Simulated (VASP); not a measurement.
# Al (Fmmm) in VASP: notebook

Runs on Al. Level: LDA. Tasks: single point.

Program: VASP 6.6.1. These are calculated values, not measurements. Logs are shortened: lines on timing, memory, paths and dates and some standing lists are left out, and cuts for length are marked.

### 1 The cell of the first run

Symmetry: Fmmm, No. 69, orthorhombic system. The conventional cell has a = 3.182 Å, b = 4.489 Å, c = 4.512 Å, α = 90.00°, β = 90.00°, γ = 90.00°. Within 3.6 Å of Al (site symmetry mmm) lie 14 Al at 2.75 to 3.18 Å.

### 2 Single point, LDA

INCAR reads:

```
SYSTEM = Al
PREC = Accurate ; ENCUT = 520
EDIFF = 1E-7 ; ISMEAR = -1
SIGMA = 0.1 ; LREAL = .False.
LASPH = .True. ; NELM = 100
ALGO = Normal ; ISIF = 2
LWAVE = .False. ; LCHARG = .False.
GGA = CA ; NBANDS = 8
```

KPOINTS reads:

```
regular mesh
0
Gamma
  15 15 15
  0 0 0
```

POSCAR reads:

```
Al
1.0
   -1.5951970475      1.5951970475      1.5912190000
    1.5951970475     -1.5951970475      1.5912190000
    1.5872409525      1.5872409525     -1.5912190000
Al
1
Direct
    0.0000000000      0.0000000000      0.0000000000
```

Potentials or basis: VASP PAW LDA potentials, release 64 (Al).

Run with:

```console
> cat potpaw_LDA.64/Al/POTCAR > POTCAR
> mpirun -np 1 vasp_std > vasp.out
```

OUTCAR:

```text
SYSTEM = Al
   PREC = Accurate
   ENCUT = 520
   EDIFF = 1E-7
   ISMEAR = -1
   LREAL = .False.
   LASPH = .True.
   NELM = 100
   ISIF = 2
   GGA = CA

 ion  position               nearest neighbor table
   1  0.000  0.000  0.000-

  LATTYP: Found a face centered orthorhombic cell.
 ALAT       =     3.1824380000
 B/A-ratio  =     1.4106780285
 C/A-ratio  =     1.4177490963

  Lattice vectors:

 A1 = (  -0.0079560950,   3.1824380000,   0.0000000000)
 A2 = (  -1.5951970475,   1.5951970475,   1.5912190000)
 A3 = (   1.5872409525,   1.5872409525,   1.5912190000)

Analysis of symmetry for initial positions (statically):
=====================================================================
 Subroutine PRICEL returns:
 Original cell was already a primitive cell.

 Routine SETGRP: Setting up the symmetry group for a
 face centered orthorhombic supercell.

 Subroutine GETGRP returns: Found  8 space group operations
 (whereof  8 operations were pure point group operations)
 out of a pool of  8 trial point group operations.

The static configuration has the point symmetry D_2h.

Analysis of symmetry for dynamics (positions and initial velocities):
=====================================================================
 Subroutine PRICEL returns:
 Original cell was already a primitive cell.

 Routine SETGRP: Setting up the symmetry group for a
 face centered orthorhombic supercell.

 Subroutine GETGRP returns: Found  8 space group operations
 (whereof  8 operations were pure point group operations)
 out of a pool of  8 trial point group operations.

The dynamic configuration has the point symmetry D_2h.

 Subroutine INISYM returns: Found  8 space group operations
 (whereof  8 operations are pure point group operations),
 and found     1 'primitive' translations

----------------------------------------------------------------------------------------

                                     Primitive cell

  volume of cell :      16.1156

  direct lattice vectors                    reciprocal lattice vectors
    -1.595197047  1.595197047  1.591219000     0.000785566  0.314226467  0.314224503
     1.595197047 -1.595197047  1.591219000     0.314226467  0.000785566  0.314224503
     1.587240952  1.587240952 -1.591219000     0.315012033  0.315012033  0.000000000

  length of vectors
     2.760667518  2.760667518  2.751480618     0.444382637  0.444382637  0.445494290

  position of ions in fractional coordinates (direct lattice)
     0.000000000  0.000000000  0.000000000

  ion indices of the primitive-cell ions
   primitive index   ion index
                 1           1

----------------------------------------------------------------------------------------

 KPOINTS: regular mesh

Automatic generation of k-mesh.
 Grid dimensions read from file:
 generate k-points for:   15   15   15

 Generating k-lattice:

  Cartesian coordinates                     Fractional coordinates (reciprocal lattice)
     0.000052371  0.020948431  0.020948300     0.066666667  0.000000000  0.000000000
     0.020948431  0.000052371  0.020948300     0.000000000  0.066666667  0.000000000
     0.021000802  0.021000802  0.000000000     0.000000000  0.000000000  0.066666667

  Length of vectors
     0.029625509  0.029625509  0.029699619

  Shift w.r.t. Gamma in fractional coordinates (k-lattice)
     0.000000000  0.000000000  0.000000000

 Subroutine IBZKPT returns following result:
 ===========================================

 Found    512 irreducible k-points:

 Following reciprocal coordinates:
            Coordinates               Weight
  0.000000  0.000000  0.000000      1.000000
  0.066667 -0.000000 -0.000000      8.000000
  0.133333 -0.000000  0.000000      8.000000
  0.200000  0.000000  0.000000      8.000000
  0.266667 -0.000000  0.000000      8.000000
  0.333333  0.000000 -0.000000      8.000000
[... 16 lines left out ...]
  0.133333  0.133333  0.000000      4.000000
  0.200000  0.133333 -0.000000      8.000000
 [... further k-points ...]
   k-points           NKPTS =    512   k-points in BZ     NKDIM =    512   number of bands    NBANDS=      8
   number of dos      NEDOS =    301   number of ions     NIONS =      1
   total plane-waves  NPLWV =  11520
   dimension x,y,z NGX =    24 NGY =   24 NGZ =   20
   dimension x,y,z NGXF=    48 NGYF=   48 NGZF=   40
   ions per type =               1
   NGX,Y,Z   is equivalent  to a cutoff of  14.45, 14.45, 12.08 a.u.
   NGXF,Y,Z  is equivalent  to a cutoff of  28.91, 28.91, 24.17 a.u.
 SYSTEM =  Al
   PREC   = accura    normal or accurate (medium, high low for compatibility)
   ISTART =      0    job   : 0-new  1-cont  2-samecut
   ICHARG =      2    charge: 1-file 2-atom 10-const
   ISPIN  =      1    spin polarized calculation?
   LNONCOLLINEAR =      F non collinear calculations
   LSORBIT =      F    spin-orbit coupling
   LASPH  =      T    aspherical Exc in radial PAW
   ENCUT  =  520.0 eV  38.22 Ry    6.18 a.u.   5.13  5.13  5.12*2*pi/ulx,y,z
   NELM   =    100;   NELMIN=  2; NELMDL= -5     # of ELM steps
   EDIFF  = 0.1E-06   stopping-criterion for ELM
   LREAL  =      F    real-space projection
   EDIFFG = 0.1E-05   stopping-criterion for IOM
   NSW    =      0    number of steps for IOM
   IBRION =     -1    ionic relax: 0-MD 1-quasi-New 2-CG
   NFREE  =      0    steps in history (QN), initial steepest desc. (CG)
   ISIF   =      2    stress and relaxation
   ISYM   =      2    0-nonsym 1-usesym 2-fastsym
   POTIM  = 0.5000    time-step for ionic-motion
   TEBEG  =    0.0;   TEEND  =   0.0 temperature during run
   PSTRESS=    0.0 pullay stress
   NELECT =       3.0000    total number of electrons
   NUPDOWN=      -1.0000    fix difference up-down
   EMIN   =  10.00;   EMAX   =-10.00  energy-range for DOS
   EFERMI =   0.00;   METHOD = LEGACY
   ISMEAR =    -1;   SIGMA  =   0.10  broadening in eV -4-tet -1-fermi 0-gaus
   EFERMI_NEDOS =   21; number of points for ismear=-14 and -15
   IALGO  =     38    algorithm
   IMIX   =      4    mixing-type and parameters
     AMIX     =   0.40;   BMIX     =  1.00
     AMIX_MAG =   1.60;   BMIX_MAG =  1.00
  volume/ion in A,a.u.               =      16.12       108.75
  Fermi-wavevector in a.u.,A,eV,Ry     =   0.934759  1.766438 11.888416  0.873774
  Thomas-Fermi vector in A             =   2.061596
   LORBIT       =      0    0 simple, 1 ext, 2 COOP (PROOUT), +10 PAW based schemes
   GGA     = CA    functional components
   LHFCALC =     F    Hartree Fock is set to
   AEXX    =    0.0000 exact exchange contribution
   IVDW    =     0    specifies the selected vdW correction
   LEPSILON=     F    determine dielectric tensor
   LRPA    =     F    only Hartree local field effects (RPA)
 non-spin polarized calculation
  energy-cutoff  :      520.00
  volume of cell :       16.12
 maximum number of plane-waves:       446
 NGX is ok and might be reduce to    24
   NGX = 11   NGY = 11   NGZ = 11

 number of electron       3.0000000 magnetization

 Free energy of the ion-electron system (eV)
  ---------------------------------------------------
  ext. energy  EPLUGINS =         0.00000000
  ---------------------------------------------------
  free energy    TOTEN  =        -4.09900646 eV

  energy without entropy =       -4.08510459  energy(sigma->0) =       -4.09205552

 E-fermi :   8.0362     XC(G=0): -10.4349

 val. band max:        8.0294982031   @ k =   0.4000   0.2667   0.0667
 cond. band min:       8.0435743734   @ k =   0.2000   0.0667   0.2667
 fundamental gap:      0.0140761704
 Fermi energy:         8.0362299104

 k-point     1 :       0.0000    0.0000    0.0000
  band No.  band energies     occupation
      1      -3.2203      2.00000
      2      21.3394      0.00000
      3      21.3711      0.00000
      4      21.4098      0.00000
      5      22.7437      0.00000
      6      22.8117      0.00000
      7      22.8764      0.00000
      8      24.5063      0.00000

 k-point     2 :       0.0667   -0.0000   -0.0000
  band No.  band energies     occupation
      1      -3.0907      2.00000
      2      19.8237      0.00000
      3      20.4735      0.00000
      4      20.8683      0.00000
      5      22.3121      0.00000
      6      23.3884      0.00000
      7      23.5845      0.00000
      8      23.9259      0.00000

 k-point     3 :       0.1333   -0.0000    0.0000
  band No.  band energies     occupation
      1      -2.7026      2.00000
      2      17.1646      0.00000
      3      19.3031      0.00000
      4      19.8329      0.00000
      5      21.3154      0.00000
      6      22.4684      0.00000
      7      24.2817      0.00000
      8      24.7980      0.00000

 k-point     4 :       0.2000    0.0000    0.0000
  band No.  band energies     occupation
      1      -2.0581      2.00000
      2      14.3916      0.00000
      3      18.2975      0.00000
      4      18.7662      0.00000
      5      20.3174      0.00000
      6      21.6034      0.00000
      7      25.1499      0.00000
      8      25.2785      0.00000

 k-point     5 :       0.2667   -0.0000    0.0000
  band No.  band energies     occupation
      1      -1.1609      2.00000
      2      11.7282      0.00000
      3      17.4894      0.00000
      4      17.8453      0.00000
      5      19.4710      0.00000
      6      20.8544      0.00000
      7      25.9603      0.00000
      8      26.1679      0.00000
[... 177 lines left out ...]
 k-point    22 :      -0.0667    0.0667    0.0000
  band No.  band energies     occupation
      1      -3.0914      2.00000
      2      19.7513      0.00000
      3      20.5075      0.00000
      4      20.8433      0.00000
      5      22.3448      0.00000
      6      23.3743      0.00000
      7      23.6465      0.00000
      8      23.9270      0.00000

 k-point    23 :       0.1333    0.1333    0.0000
  band No.  band energies     occupation
      1      -1.6703      2.00000
      2      14.5131      0.00000
      3      14.8971      0.00000
      4      18.1575      0.00000
      5      21.9447      0.00000
      6      22.0668      0.00000
      7      25.1749      0.00000
      8      25.5941      0.00000

 k-point    24 :       0.2000    0.1333   -0.0000
  band No.  band energies     occupation
      1      -0.7743      2.00000
      2      12.0351      0.00000
      3      13.8167      0.00000
      4      17.3288      0.00000
      5      21.2545      0.00000
      6      22.5718      0.00000
      7      25.0199      0.00000
      8      27.2573      0.00000

 [... further k-points ...]

------------------------ aborting loop because EDIFF is reached ----------------------------------------

  FORCE on cell =-STRESS in cart. coord.  units (eV):
  Direction    XX          YY          ZZ          XY          YZ          ZX
  --------------------------------------------------------------------------------------
  -------------------------------------------------------------------------------------
  Total        0.0502588      0.0502588      0.0487841      0.0185940      0.0000000      0.0000000
  in kB        4.9966154      4.9966154      4.8499983      1.8485685      0.0000000      0.0000000
  external PRESSURE =       4.9477430 kB  Pullay stress =       0.0000000 kB

 VOLUME and BASIS-vectors are now :
 -----------------------------------------------------------------------------
  energy-cutoff  :      520.00
  volume of cell :       16.12
      direct lattice vectors                 reciprocal lattice vectors
    -1.595197047  1.595197047  1.591219000     0.000785566  0.314226467  0.314224503
     1.595197047 -1.595197047  1.591219000     0.314226467  0.000785566  0.314224503
     1.587240952  1.587240952 -1.591219000     0.315012033  0.315012033  0.000000000

 POSITION                                       TOTAL-FORCE (eV/Angst)
 -----------------------------------------------------------------------------------
      0.00000      0.00000      0.00000         0.000000      0.000000     -0.000000
 -----------------------------------------------------------------------------------
    total drift:                               -0.000000     -0.000000      0.000000

  FREE ENERGIE OF THE ION-ELECTRON SYSTEM (eV)
  ---------------------------------------------------
  free  energy   TOTEN  =        -4.0990064567 eV

  energy  without entropy=       -4.0851045884  energy(sigma->0) =       -4.09205552
```

It took 23 s on 1 thread of AMD EPYC 9R45 (Zen 5), shared host; peak memory 0.13 GiB.

Results:

* Free energy: -4.0990 eV
* Pressure: 0.5 GPa

Stress tensor (GPa, compression positive):
```
0.50 0.18 0.00
0.18 0.50 0.00
0.00 0.00 0.48
```

Levels at points of the mesh, in eV from the Fermi level:
```tsv
k point	band 1	band 2	band 3	band 4
(0.00, 0.00, 0.00)	-11.26	13.30	13.33	13.37
```

### 3 Single point, LDA

INCAR reads:

```
SYSTEM = Al
PREC = Accurate
ENCUT = 520
EDIFF = 1E-7
ISMEAR = -1
SIGMA = 0.1
LREAL = .False.
LASPH = .True.
NELM = 60
ALGO = Normal
ISIF = 2
LWAVE = .False.
LCHARG = .False.
GGA = CA
NBANDS = 8
```

KPOINTS reads:

```
Automatic mesh
0
Gamma
  15 15 15
  0 0 0
```

POSCAR reads:

```
Al
1.0
   -1.5872409525      1.5872409525      1.5912190000
    1.5872409525     -1.5872409525      1.5912190000
    1.5951970475      1.5951970475     -1.5912190000
Al
1
Direct
    0.0000000000      0.0000000000      0.0000000000
```

Potentials or basis: VASP PAW LDA potentials, release 64 (Al).

Run with:

```console
> cat potpaw_LDA.64/Al/POTCAR > POTCAR
> mpirun -np 1 vasp_std > vasp.out
```

OUTCAR:

```text
SYSTEM = Al
   PREC = Accurate
   ENCUT = 520
   EDIFF = 1E-7
   ISMEAR = -1
   LREAL = .False.
   LASPH = .True.
   NELM = 60
   ISIF = 2
   GGA = CA

 ion  position               nearest neighbor table
   1  0.000  0.000  0.000-

  LATTYP: Found a face centered orthorhombic cell.
 ALAT       =     3.1824380000
 B/A-ratio  =     1.4106780285
 C/A-ratio  =     1.4177490963

  Lattice vectors:

 A1 = (   3.1824380000,   0.0079560950,   0.0000000000)
 A2 = (   1.5951970475,   1.5951970475,   1.5912190000)
[... 442 lines left out ...]
      8      27.4337      0.00000

 [... further k-points ...]

------------------------ aborting loop because EDIFF is reached ----------------------------------------

  FORCE on cell =-STRESS in cart. coord.  units (eV):
  Direction    XX          YY          ZZ          XY          YZ          ZX
  --------------------------------------------------------------------------------------
  -------------------------------------------------------------------------------------
  Total        0.0502541      0.0502541      0.0487812     -0.0185941      0.0000000      0.0000000
  in kB        4.9961411      4.9961411      4.8497158     -1.8485818      0.0000000      0.0000000
  external PRESSURE =       4.9473327 kB  Pullay stress =       0.0000000 kB

 VOLUME and BASIS-vectors are now :
 -----------------------------------------------------------------------------
  energy-cutoff  :      520.00
  volume of cell :       16.12
      direct lattice vectors                 reciprocal lattice vectors
    -1.587240952  1.587240952  1.591219000    -0.000785566  0.314226467  0.314224503
     1.587240952 -1.587240952  1.591219000     0.314226467 -0.000785566  0.314224503
     1.595197047  1.595197047 -1.591219000     0.313440901  0.313440901  0.000000000

 POSITION                                       TOTAL-FORCE (eV/Angst)
 -----------------------------------------------------------------------------------
      0.00000      0.00000      0.00000        -0.000000      0.000000      0.000000
 -----------------------------------------------------------------------------------
    total drift:                                0.000000      0.000000      0.000000

  FREE ENERGIE OF THE ION-ELECTRON SYSTEM (eV)
  ---------------------------------------------------
  free  energy   TOTEN  =        -4.0990064075 eV

  energy  without entropy=       -4.0851045393  energy(sigma->0) =       -4.09205547
```

Run time: 20 s. Hardware: 1 thread of AMD EPYC 9R45 (Zen 5), shared host; peak memory 0.13 GiB.

Results:

- Free energy: -4.0990 eV
- Pressure: 0.5 GPa

Stress tensor (GPa, compression positive):
```
 0.50 -0.18  0.00
-0.18  0.50  0.00
 0.00  0.00  0.48
```

[end of part 1 of 2]
